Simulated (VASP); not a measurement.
# Al4N3 (P-43m) in VASP: notebook, part 3 of 4

VASP 6.6.1. Earlier steps stand in the parts before.

## (5) Single point, PBE, collinear spin, ferromagnetic start

Input file INCAR:

```
SYSTEM = Al4N3
PREC = Accurate
ENCUT = 520
EDIFF = 1E-7
ISMEAR = 0
SIGMA = 0.1
LREAL = .FALSE.
LASPH = .TRUE.
NELM = 150
ALGO = Normal
ISIF = 2
LWAVE = .FALSE.
LCHARG = .FALSE.
ISPIN = 2
MAGMOM = 0 0 0 0 1 1 1
LORBIT = 11
GGA = PE
NBANDS = 26
```

Input file KPOINTS:

```
Automatic mesh
0
G
  4 4 4
  0 0 0
```

Input file POSCAR:

```
Al4N3
1.0
    4.3800077176      0.0000000000      0.0000000000
    0.0000000000      4.3800077176      0.0000000000
    0.0000000000      0.0000000000      4.3800077176
Al N
4 3
Direct
    0.7538590999      0.7538590999      0.2461409001
    0.2461409001      0.2461409001      0.2461409001
    0.7538590999      0.2461409001      0.7538590999
    0.2461409001      0.7538590999      0.7538590999
    0.5000000000      0.0000000000      0.5000000000
    0.0000000000      0.5000000000      0.5000000000
    0.5000000000      0.5000000000      0.0000000000
```

Potentials or basis: VASP PAW PBE potentials, release 64 (Al, N).

Started as:

```console
> cat potpaw_PBE.64/Al/POTCAR potpaw_PBE.64/N/POTCAR > POTCAR
> mpirun -np 1 vasp_std > vasp.out
```

OUTCAR:

```text
SYSTEM = Al4N3
   PREC = Accurate
   ENCUT = 520
   EDIFF = 1E-7
   ISMEAR = 0
   LREAL = .FALSE.
   LASPH = .TRUE.
   NELM = 150
   ISIF = 2
   ISPIN = 2
   LORBIT = 11
   GGA = PE

 ion  position               nearest neighbor table
   1  0.754  0.754  0.246-   5 1.91   6 1.91   7 1.91   2 3.05   3 3.05   4 3.05   3 3.10   4 3.10
                             2 3.10   3 3.10   2 3.10   4 3.10   3 3.14   4 3.14   2 3.14
   2  0.246  0.246  0.246-   5 1.91   6 1.91   7 1.91   1 3.05   3 3.05   4 3.05   1 3.10   3 3.10
                             1 3.10   4 3.10   3 3.10   4 3.10   3 3.14   4 3.14   1 3.14
   3  0.754  0.246  0.754-   5 1.91   6 1.91   7 1.91   1 3.05   2 3.05   4 3.05   1 3.10   4 3.10
                             1 3.10   2 3.10   2 3.10   4 3.10   1 3.14   4 3.14   2 3.14
   4  0.246  0.754  0.754-   5 1.91   6 1.91   7 1.91   1 3.05   2 3.05   3 3.05   1 3.10   3 3.10
                             1 3.10   2 3.10   2 3.10   3 3.10   1 3.14   3 3.14   2 3.14
   5  0.500  0.000  0.500-   1 1.91   2 1.91   3 1.91   4 1.91
   6  0.000  0.500  0.500-   1 1.91   2 1.91   3 1.91   4 1.91
   7  0.500  0.500  0.000-   1 1.91   2 1.91   3 1.91   4 1.91

  LATTYP: Found a simple cubic cell.
 ALAT       =     4.3800077176

  Lattice vectors:

 A1 = (   4.3800077176,   0.0000000000,   0.0000000000)
 A2 = (   0.0000000000,   4.3800077176,   0.0000000000)
 A3 = (   0.0000000000,   0.0000000000,   4.3800077176)

Analysis of symmetry for initial positions (statically):
=====================================================================
 Subroutine PRICEL returns:
 Original cell was already a primitive cell.

 Routine SETGRP: Setting up the symmetry group for a
 simple cubic supercell.

 Subroutine GETGRP returns: Found 24 space group operations
 (whereof 24 operations were pure point group operations)
 out of a pool of 48 trial point group operations.

The static configuration has the point symmetry T_d .

Analysis of symmetry for dynamics (positions and initial velocities):
=====================================================================
 Subroutine PRICEL returns:
 Original cell was already a primitive cell.

 Routine SETGRP: Setting up the symmetry group for a
 simple cubic supercell.

 Subroutine GETGRP returns: Found 24 space group operations
 (whereof 24 operations were pure point group operations)
 out of a pool of 48 trial point group operations.

The dynamic configuration has the point symmetry T_d .

Analysis of structural, dynamic, and magnetic symmetry:
=====================================================================
 Subroutine PRICEL returns:
 Original cell was already a primitive cell.

 Routine SETGRP: Setting up the symmetry group for a
 simple cubic supercell.

 Subroutine GETGRP returns: Found 24 space group operations
 (whereof 24 operations were pure point group operations)
 out of a pool of 48 trial point group operations.

The overall configuration has the point symmetry T_d .

 Subroutine INISYM returns: Found 24 space group operations
 (whereof 24 operations are pure point group operations),
 and found     1 'primitive' translations

----------------------------------------------------------------------------------------

                                     Primitive cell
[... 96 lines left out ...]
   PSTRESS=    0.0 pullay stress
   NELECT =      27.0000    total number of electrons
   NUPDOWN=      -1.0000    fix difference up-down
   EMIN   =  10.00;   EMAX   =-10.00  energy-range for DOS
   EFERMI =   0.00;   METHOD = LEGACY
   ISMEAR =     0;   SIGMA  =   0.10  broadening in eV -4-tet -1-fermi 0-gaus
   EFERMI_NEDOS =   21; number of points for ismear=-14 and -15
   IALGO  =     38    algorithm
   IMIX   =      4    mixing-type and parameters
     AMIX     =   0.40;   BMIX     =  1.00
     AMIX_MAG =   1.60;   BMIX_MAG =  1.00
  volume/ion in A,a.u.               =      12.00        81.01
  Fermi-wavevector in a.u.,A,eV,Ry     =   1.121298  2.118947 17.106743  1.257310
  Thomas-Fermi vector in A             =   2.257951
   LORBIT       =     11    0 simple, 1 ext, 2 COOP (PROOUT), +10 PAW based schemes
   GGA     = PE    functional components
   LHFCALC =     F    Hartree Fock is set to
   AEXX    =    0.0000 exact exchange contribution
   IVDW    =     0    specifies the selected vdW correction
   LEPSILON=     F    determine dielectric tensor
   LRPA    =     F    only Hartree local field effects (RPA)
 spin polarized calculation
 Gauss-broadening in eV      SIGMA  =   0.10
  energy-cutoff  :      520.00
  volume of cell :       84.03
 maximum number of plane-waves:      2301
 NGX is ok and might be reduce to    36
   NGX = 17   NGY = 17   NGZ = 17

 number of electron      26.9999995 magnetization       0.0015315

 number of electron      26.9999995 magnetization      -0.0001029

 Free energy of the ion-electron system (eV)
  ---------------------------------------------------
  ext. energy  EPLUGINS =         0.00000000
  ---------------------------------------------------
  free energy    TOTEN  =       -46.08587936 eV

  energy without entropy =      -46.08058506  energy(sigma->0) =      -46.08323221

 E-fermi :   8.6348     XC(G=0): -10.5596

 val. band max:        8.5119873888   @ k =   0.0000   0.0000   0.0000
 cond. band min:       8.7409712862   @ k =   0.5000   0.2500   0.2500
 fundamental gap:      0.2289838974
 Fermi energy:         8.6347577753

 spin component 1

 k-point     1 :       0.0000    0.0000    0.0000
  band No.  band energies     occupation
      1      -9.2386      1.00000
      2      -7.0686      1.00000
      3      -7.0686      1.00000
      4       0.8726      1.00000
      5       0.8726      1.00000
      6       0.8726      1.00000
[... 269 lines left out ...]
     24      16.6635      0.00000
     25      16.6636      0.00000
 Fermi energy:         8.6347577753

 spin component 2

 k-point     1 :       0.0000    0.0000    0.0000
  band No.  band energies     occupation
      1      -9.2386      1.00000
      2      -7.0686      1.00000
      3      -7.0686      1.00000
      4       0.8726      1.00000
      5       0.8726      1.00000
      6       0.8726      1.00000
[... 269 lines left out ...]
     24      16.6635      0.00000
     25      16.6636      0.00000
 [bands above 25 left out]

------------------------ aborting loop because EDIFF is reached ----------------------------------------

  FORCE on cell =-STRESS in cart. coord.  units (eV):
  Direction    XX          YY          ZZ          XY          YZ          ZX
  --------------------------------------------------------------------------------------
  -------------------------------------------------------------------------------------
  Total       -0.1414544     -0.1414544     -0.1414544      0.0000000      0.0000000     -0.0000000
  in kB       -2.6971334     -2.6971334     -2.6971334      0.0000000      0.0000000     -0.0000000
  external PRESSURE =      -2.6971334 kB  Pullay stress =       0.0000000 kB

 VOLUME and BASIS-vectors are now :
 -----------------------------------------------------------------------------
  energy-cutoff  :      520.00
  volume of cell :       84.03
      direct lattice vectors                 reciprocal lattice vectors
     4.380007718  0.000000000  0.000000000     0.228310100  0.000000000  0.000000000
     0.000000000  4.380007718  0.000000000     0.000000000  0.228310100  0.000000000
     0.000000000  0.000000000  4.380007718     0.000000000  0.000000000  0.228310100

 POSITION                                       TOTAL-FORCE (eV/Angst)
 -----------------------------------------------------------------------------------
      3.30191      3.30191      1.07810        -0.023911     -0.023911      0.023911
      1.07810      1.07810      1.07810         0.023911      0.023911      0.023911
      3.30191      1.07810      3.30191        -0.023911      0.023911     -0.023911
      1.07810      3.30191      3.30191         0.023911     -0.023911     -0.023911
      2.19000      0.00000      2.19000        -0.000000     -0.000000      0.000000
      0.00000      2.19000      2.19000        -0.000000     -0.000000     -0.000000
      2.19000      2.19000      0.00000        -0.000000      0.000000      0.000000
 -----------------------------------------------------------------------------------
    total drift:                                0.000000      0.000000      0.000000

  FREE ENERGIE OF THE ION-ELECTRON SYSTEM (eV)
  ---------------------------------------------------
  free  energy   TOTEN  =       -46.0858793592 eV

  energy  without entropy=      -46.0805850640  energy(sigma->0) =      -46.08323221

 total charge

# of ion       s       p       d       tot
------------------------------------------
    1        0.375   0.402   0.000   0.777
    2        0.375   0.402   0.000   0.777
    3        0.375   0.402   0.000   0.777
    4        0.375   0.402   0.000   0.777
    5        1.244   2.578   0.000   3.822
    6        1.244   2.578   0.000   3.822
    7        1.244   2.578   0.000   3.822
--------------------------------------------------
tot          5.231   9.342   0.000  14.573

 magnetization (x)

# of ion       s       p       d       tot
------------------------------------------
    1       -0.000  -0.000   0.000  -0.000
    2       -0.000  -0.000   0.000  -0.000
    3       -0.000  -0.000   0.000  -0.000
    4       -0.000  -0.000   0.000  -0.000
    5       -0.000   0.000   0.000   0.000
    6       -0.000   0.000   0.000   0.000
    7       -0.000   0.000   0.000   0.000
--------------------------------------------------
tot         -0.000   0.000   0.000  -0.000
```

It took 24 s on 1 thread of Intel Xeon 6975P-C (Granite Rapids), shared host; peak memory 0.23 GiB.

What came out:

* Free energy: -46.0859 eV
* Pressure: -0.3 GPa
* Largest force: 0.041 eV/Å
* Net moment: 0.00 μB per cell
* Valence electrons inside the program's atomic spheres: Al 0.78; N 3.82

Forces on the atoms (eV/Å):
```
Al  -0.024 -0.024  0.024
Al   0.024  0.024  0.024
Al  -0.024  0.024 -0.024
Al   0.024 -0.024 -0.024
N    0.000  0.000  0.000
N    0.000  0.000  0.000
N    0.000  0.000  0.000
```

(Continued in part 4 of 4.)
